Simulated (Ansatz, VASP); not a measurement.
**WAu in VASP and in Ansatz**

```
W Au
1.0
     0.00000    2.74798    2.74798
     2.74798    0.00000    2.74798
     2.74798    2.74798    0.00000
W Au
1 1
Direct
  0.00000 0.00000 0.00000
  0.75000 0.75000 0.75000
```

Alike in both runs: functional LDA; k mesh 6 × 6 × 6; occupations fermi-dirac, width 0.05 eV; non-collinear spin, spin-orbit coupling.

|  | VASP | Ansatz |
| --- | --- | --- |
| version | VASP 6.6.1 | Ansatz 0.2.0 |
| potentials or method | VASP PAW LDA potentials, release 64 (W_sv, Au_sv_GW) | Ansatz PAW |
| plane-wave cutoff (eV) | 540 | 420 |
| valence electrons in the cell | 33 | 33 |
| task | single point | band structure |

|  | VASP | Ansatz | Ansatz less VASP |
| --- | --- | --- | --- |
| pressure (GPa) | 24.0 | 21.7 | -2.26 |

LDA's correlation is that of Perdew and Zunger in VASP and of Perdew and Wang (1992) in Ansatz.
